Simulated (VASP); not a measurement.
# TePb (m.bB) (Fm-3m) in VASP: notebook

Runs on TePb (m.bB). Level: PBE. Tasks: single point, relaxation of cell and atoms.

Everything below comes from runs of VASP 6.6.1. Logs are shortened: lines on timing, memory, paths and dates and some standing lists are left out, and cuts for length are marked.

**1. The cell of the first run**

Symmetry: Fm-3m, No. 225, cubic system. The conventional cell has a = 6.570 Å, b = 6.570 Å, c = 6.570 Å, α = 90.00°, β = 90.00°, γ = 90.00°. Within 4.3 Å of Pb (site symmetry m-3m) lie 6 Te at 3.28 Å. Within 4.3 Å of Te (site symmetry m-3m) lie 6 Pb at 3.28 Å.

**2. Single point, PBE**

INCAR reads:

```
SYSTEM = TePb
ALGO = Normal
EDIFF = 1E-6
ENCUT = 500
GGA = PE
GGA_COMPAT = .False.
ISIF = 2
ISMEAR = 0
LASPH = .True.
LCHARG = .True.
LELF = .True.
LREAL = .False.
LVHAR = .True.
LWAVE = .False.
NBANDS = 17
NELM = 120
PREC = Accurate
SIGMA = 0.02
```

KPOINTS reads:

```
k-points
0
Gamma
  8 8 8
  0 0 0
```

POSCAR reads:

```
TePb
1.0
    0.0000000000      3.2849854970      3.2849854970
    3.2849854970      0.0000000000      3.2849854970
    3.2849854970      3.2849854970      0.0000000000
Pb Te
1 1
Direct
    0.0000000000      0.0000000000      0.0000000000
    0.5000000000      0.5000000000      0.5000000000
```

Potentials or basis: VASP PAW PBE potentials, release 64 (Pb_d, Te).

Started as:

```sh
> cat potpaw_PBE.64/Pb_d/POTCAR potpaw_PBE.64/Te/POTCAR > POTCAR
> mpirun -np 1 vasp_std > vasp.out
```

OUTCAR:

```text
SYSTEM = TePb
   EDIFF = 1E-6
   ENCUT = 500
   GGA = PE
   ISIF = 2
   ISMEAR = 0
   LASPH = .True.
   LREAL = .False.
   NELM = 120
   PREC = Accurate

 ion  position               nearest neighbor table
   1  0.000  0.000  0.000-   2 3.28   2 3.28   2 3.28   2 3.28   2 3.28   2 3.28
   2  0.500  0.500  0.500-   1 3.28   1 3.28   1 3.28   1 3.28   1 3.28   1 3.28

  LATTYP: Found a face centered cubic cell.
 ALAT       =     6.5699709940

  Lattice vectors:

 A1 = (   0.0000000000,   3.2849854970,   3.2849854970)
 A2 = (   3.2849854970,   0.0000000000,   3.2849854970)
 A3 = (   3.2849854970,   3.2849854970,   0.0000000000)

Analysis of symmetry for initial positions (statically):
=====================================================================
 Subroutine PRICEL returns:
 Original cell was already a primitive cell.

 Routine SETGRP: Setting up the symmetry group for a
 face centered cubic supercell.

 Subroutine GETGRP returns: Found 48 space group operations
 (whereof 48 operations were pure point group operations)
 out of a pool of 48 trial point group operations.

The static configuration has the point symmetry O_h .

Analysis of symmetry for dynamics (positions and initial velocities):
=====================================================================
 Subroutine PRICEL returns:
 Original cell was already a primitive cell.

 Routine SETGRP: Setting up the symmetry group for a
 face centered cubic supercell.

 Subroutine GETGRP returns: Found 48 space group operations
 (whereof 48 operations were pure point group operations)
 out of a pool of 48 trial point group operations.

The dynamic configuration has the point symmetry O_h .

 Subroutine INISYM returns: Found 48 space group operations
 (whereof 48 operations are pure point group operations),
 and found     1 'primitive' translations

----------------------------------------------------------------------------------------

                                     Primitive cell

  volume of cell :      70.8974

  direct lattice vectors                    reciprocal lattice vectors
     0.000000000  3.284985497  3.284985497    -0.152207674  0.152207674  0.152207674
     3.284985497  0.000000000  3.284985497     0.152207674 -0.152207674  0.152207674
     3.284985497  3.284985497  0.000000000     0.152207674  0.152207674 -0.152207674

  length of vectors
     4.645671042  4.645671042  4.645671042     0.263631424  0.263631424  0.263631424

  position of ions in fractional coordinates (direct lattice)
     0.000000000  0.000000000  0.000000000
     0.500000000  0.500000000  0.500000000

  ion indices of the primitive-cell ions
   primitive index   ion index
                 1           1
                 2           2

----------------------------------------------------------------------------------------

 KPOINTS: k-points

Automatic generation of k-mesh.
 Grid dimensions read from file:
 generate k-points for:    8    8    8

 Generating k-lattice:

  Cartesian coordinates                     Fractional coordinates (reciprocal lattice)
    -0.019025959  0.019025959  0.019025959     0.125000000  0.000000000  0.000000000
     0.019025959 -0.019025959  0.019025959     0.000000000  0.125000000  0.000000000
     0.019025959  0.019025959 -0.019025959     0.000000000  0.000000000  0.125000000

  Length of vectors
     0.032953928  0.032953928  0.032953928

  Shift w.r.t. Gamma in fractional coordinates (k-lattice)
     0.000000000  0.000000000  0.000000000

 Subroutine IBZKPT returns following result:
 ===========================================

 Found     29 irreducible k-points:

 Following reciprocal coordinates:
            Coordinates               Weight
  0.000000  0.000000  0.000000      1.000000
  0.125000  0.000000  0.000000      8.000000
  0.250000  0.000000  0.000000      8.000000
  0.375000  0.000000  0.000000      8.000000
  0.500000  0.000000  0.000000      4.000000
  0.125000  0.125000  0.000000      6.000000
[... 16 lines left out ...]
  0.500000  0.250000  0.125000     48.000000
 -0.375000  0.250000  0.125000     24.000000
 [... further k-points ...]
   k-points           NKPTS =     29   k-points in BZ     NKDIM =     29   number of bands    NBANDS=     17
   number of dos      NEDOS =    301   number of ions     NIONS =      2
   total plane-waves  NPLWV =  46656
   dimension x,y,z NGX =    36 NGY =   36 NGZ =   36
   dimension x,y,z NGXF=    72 NGYF=   72 NGZF=   72
   ions per type =               1   1
   NGX,Y,Z   is equivalent  to a cutoff of  12.88, 12.88, 12.88 a.u.
   NGXF,Y,Z  is equivalent  to a cutoff of  25.77, 25.77, 25.77 a.u.
 SYSTEM =  TePb
   PREC   = accura    normal or accurate (medium, high low for compatibility)
   ISTART =      0    job   : 0-new  1-cont  2-samecut
   ICHARG =      2    charge: 1-file 2-atom 10-const
   ISPIN  =      1    spin polarized calculation?
   LNONCOLLINEAR =      F non collinear calculations
   LSORBIT =      F    spin-orbit coupling
   LASPH  =      T    aspherical Exc in radial PAW
   ENCUT  =  500.0 eV  36.75 Ry    6.06 a.u.   8.47  8.47  8.47*2*pi/ulx,y,z
   NELM   =    120;   NELMIN=  2; NELMDL= -5     # of ELM steps
   EDIFF  = 0.1E-05   stopping-criterion for ELM
   LREAL  =      F    real-space projection
   EDIFFG = 0.1E-04   stopping-criterion for IOM
   NSW    =      0    number of steps for IOM
   IBRION =     -1    ionic relax: 0-MD 1-quasi-New 2-CG
   NFREE  =      0    steps in history (QN), initial steepest desc. (CG)
   ISIF   =      2    stress and relaxation
   ISYM   =      2    0-nonsym 1-usesym 2-fastsym
   POTIM  = 0.5000    time-step for ionic-motion
   TEBEG  =    0.0;   TEEND  =   0.0 temperature during run
   PSTRESS=    0.0 pullay stress
   NELECT =      20.0000    total number of electrons
   NUPDOWN=      -1.0000    fix difference up-down
   EMIN   =  10.00;   EMAX   =-10.00  energy-range for DOS
   EFERMI =   0.00;   METHOD = LEGACY
   ISMEAR =     0;   SIGMA  =   0.02  broadening in eV -4-tet -1-fermi 0-gaus
   EFERMI_NEDOS =   21; number of points for ismear=-14 and -15
   IALGO  =     38    algorithm
   IMIX   =      4    mixing-type and parameters
     AMIX     =   0.40;   BMIX     =  1.00
     AMIX_MAG =   1.60;   BMIX_MAG =  1.00
  volume/ion in A,a.u.               =      35.45       239.22
  Fermi-wavevector in a.u.,A,eV,Ry     =   1.073680  2.028960 15.684632  1.152788
  Thomas-Fermi vector in A             =   2.209486
   LORBIT       =      0    0 simple, 1 ext, 2 COOP (PROOUT), +10 PAW based schemes
   GGA     = PE    functional components
   LHFCALC =     F    Hartree Fock is set to
   AEXX    =    0.0000 exact exchange contribution
   IVDW    =     0    specifies the selected vdW correction
   LEPSILON=     F    determine dielectric tensor
   LRPA    =     F    only Hartree local field effects (RPA)
 non-spin polarized calculation
 Gauss-broadening in eV      SIGMA  =   0.02
  energy-cutoff  :      500.00
  volume of cell :       70.90
 maximum number of plane-waves:      1826
 NGX is ok and might be reduce to    36
   NGX = 17   NGY = 17   NGZ = 17

 number of electron      19.9999999 magnetization

 Free energy of the ion-electron system (eV)
  ---------------------------------------------------
  ext. energy  EPLUGINS =         0.00000000
  ---------------------------------------------------
  free energy    TOTEN  =        -7.52302208 eV

  energy without entropy =       -7.52302208  energy(sigma->0) =       -7.52302208

 E-fermi :   5.0847     XC(G=0):  -9.0782

 val. band max:        4.9908773677   @ k =   0.5000   0.0000   0.0000
 cond. band min:       5.8239190325   @ k =   0.5000   0.0000   0.0000
 fundamental gap:      0.8330416648
 Fermi energy:         5.0847117604

 k-point     1 :       0.0000    0.0000    0.0000
  band No.  band energies     occupation
      1     -11.6505      2.00000
      2     -11.6505      2.00000
      3     -11.6449      2.00000
      4     -11.6449      2.00000
      5     -11.6449      2.00000
      6      -6.6207      2.00000
[... 9 lines left out ...]
     16      10.9065      0.00000
     17      12.4005      0.00000

 k-point     2 :       0.1250    0.0000    0.0000
  band No.  band energies     occupation
      1     -11.6519      2.00000
      2     -11.6519      2.00000
      3     -11.6445      2.00000
      4     -11.6431      2.00000
      5     -11.6431      2.00000
      6      -6.4961      2.00000
[... 9 lines left out ...]
     16      11.1874      0.00000
     17      13.3255      0.00000

 k-point     3 :       0.2500    0.0000    0.0000
  band No.  band energies     occupation
      1     -11.6561      2.00000
      2     -11.6561      2.00000
      3     -11.6437      2.00000
      4     -11.6380      2.00000
      5     -11.6380      2.00000
      6      -6.1394      2.00000
[... 9 lines left out ...]
     16      11.9582      0.00000
     17      15.0730      0.00000

 k-point     4 :       0.3750    0.0000    0.0000
  band No.  band energies     occupation
      1     -11.6604      2.00000
      2     -11.6604      2.00000
      3     -11.6429      2.00000
      4     -11.6328      2.00000
      5     -11.6328      2.00000
      6      -5.6332      2.00000
[... 9 lines left out ...]
     16      13.1411      0.00000
     17      15.4970      0.00000
[... 343 lines left out ...]
      1     -11.6671      2.00000
      2     -11.6513      2.00000
      3     -11.6457      2.00000
      4     -11.6350      2.00000
      5     -11.6337      2.00000
      6      -5.8497      2.00000
[... 9 lines left out ...]
     16      13.5752      0.00000
     17      13.9727      0.00000

 k-point    23 :       0.5000    0.2500    0.1250
  band No.  band energies     occupation
      1     -11.6712      2.00000
      2     -11.6546      2.00000
      3     -11.6426      2.00000
      4     -11.6336      2.00000
      5     -11.6304      2.00000
      6      -5.4068      2.00000
[... 9 lines left out ...]
     16      13.8962      0.00000
     17      14.9252      0.00000

 k-point    24 :      -0.3750    0.2500    0.1250
  band No.  band energies     occupation
      1     -11.6725      2.00000
      2     -11.6564      2.00000
      3     -11.6396      2.00000
      4     -11.6351      2.00000
      5     -11.6287      2.00000
      6      -5.1498      2.00000
[... 9 lines left out ...]
     16      14.7751      0.00000
     17      15.0527      0.00000

 [... further k-points ...]

------------------------ aborting loop because EDIFF is reached ----------------------------------------

  FORCE on cell =-STRESS in cart. coord.  units (eV):
  Direction    XX          YY          ZZ          XY          YZ          ZX
  --------------------------------------------------------------------------------------
  -------------------------------------------------------------------------------------
  Total       -0.0271606     -0.0271606     -0.0271606      0.0000000     -0.0000000     -0.0000000
  in kB       -0.6137908     -0.6137908     -0.6137908      0.0000000     -0.0000000     -0.0000000
  external PRESSURE =      -0.6137908 kB  Pullay stress =       0.0000000 kB

 VOLUME and BASIS-vectors are now :
 -----------------------------------------------------------------------------
  energy-cutoff  :      500.00
  volume of cell :       70.90
      direct lattice vectors                 reciprocal lattice vectors
     0.000000000  3.284985497  3.284985497    -0.152207674  0.152207674  0.152207674
     3.284985497  0.000000000  3.284985497     0.152207674 -0.152207674  0.152207674
     3.284985497  3.284985497  0.000000000     0.152207674  0.152207674 -0.152207674

 POSITION                                       TOTAL-FORCE (eV/Angst)
 -----------------------------------------------------------------------------------
      0.00000      0.00000      0.00000         0.000000      0.000000     -0.000000
      3.28499      3.28499      3.28499         0.000000      0.000000      0.000000
 -----------------------------------------------------------------------------------
    total drift:                               -0.000000      0.000000      0.000000

  FREE ENERGIE OF THE ION-ELECTRON SYSTEM (eV)
  ---------------------------------------------------
  free  energy   TOTEN  =        -7.5230220801 eV

  energy  without entropy=       -7.5230220801  energy(sigma->0) =       -7.52302208
```

It took 15 s on 1 thread of Intel Xeon 6975P-C (Granite Rapids), shared host; peak memory 0.21 GiB.

Results:

```yaml
Free_energy: -7.5230 eV
Pressure: -0.1 GPa
Band_gap_on_the_k_mesh: 0.83 eV, direct
```

Caveat: spin-orbit coupling is left out, which moves the levels of the heavy elements.

**3. Relaxation of cell and atoms, PBE**

This run uses another cell than the first one, of 33.39 Å³/atom, 0.942 times its volume.

INCAR reads:

```
PREC = Accurate
ENCUT = 500
EDIFF = 1E-7
ISMEAR = 0
SIGMA = 0.02
LREAL = False
LASPH = True
NELM = 120
ALGO = Normal
ISIF = 3
LWAVE = False
LCHARG = False
GGA = PE
IBRION = 2
NSW = 100
EDIFFG = -0.002
GGA_COMPAT = False
NELMIN = 4
```

KPOINTS reads:

```
regular mesh
0
Gamma
  8 8 8
```

POSCAR reads:

```
TePb
1.0
    0.0000000000      3.2200000000      3.2200000000
    3.2200000000      0.0000000000      3.2200000000
    3.2200000000      3.2200000000      0.0000000000
Pb Te
1 1
Direct
    0.0000000000      0.0000000000      0.0000000000
    0.5000000000      0.5000000000      0.5000000000
```

Potentials or basis: VASP PAW PBE potentials, release 64 (Pb_d, Te).

Started as:

```sh
> cat potpaw_PBE.64/Pb_d/POTCAR potpaw_PBE.64/Te/POTCAR > POTCAR
> mpirun -np 1 vasp_std > vasp.out
```

Wall time 40 s (1 thread of Intel Xeon 6975P-C (Granite Rapids), shared host); peak memory 0.22 GiB.

Results (log left out):

| Quantity | Value |
| --- | --- |
| Free energy | -7.5223 eV |
| Relaxed volume | 35.41 Å³/atom |
| Relaxed cell | a = 4.644 Å, b = 4.644 Å, c = 4.644 Å, α = 60.00°, β = 60.00°, γ = 60.00° |
| Space group after relaxing (to 0.05 Å) | Fm-3m (No. 225) |
| Energy gained by relaxing | 15.6 meV/atom |
| Ionic steps | 5 |
| Pressure after relaxing | 0.0 GPa |
| Band gap on the k mesh | 0.83 eV, direct |

Step by step:
```csv
step,energy change (eV),largest force (eV/Å),pressure (GPa),volume (Å³)
1,0.0000,0.0000,2.60,66.77
2,-0.0283,0.0000,-0.68,72.15
3,-0.0312,0.0000,0.01,70.82
4,-0.0312,0.0000,-0.04,70.91
5,-0.0312,0.0000,0.01,70.82
```

Final structure:
```
CELL_PARAMETERS angstrom
0.00000 3.28385 3.28385
3.28385 0.00000 3.28385
3.28385 3.28385 0.00000
ATOMIC_POSITIONS crystal
Pb 0.00000 0.00000 0.00000
Te 0.50000 0.50000 0.50000
```

Levels at points of the mesh, in eV from the valence-band top:
```
           k point  band 8  band 9  band 10  band 11  band 12  band 13
(0.00, 0.00, 0.00)   -1.16   -1.16    -1.16     4.03     4.03     4.03
(0.50, 0.00, 0.00)   -0.73   -0.73     0.00     0.83     1.39     1.39
(0.50, 0.50, 0.00)   -4.12   -2.52    -2.52     3.51     5.31     5.31
```

Caveat: spin-orbit coupling is left out, which moves the levels of the heavy elements. A k mesh can miss the band edges.
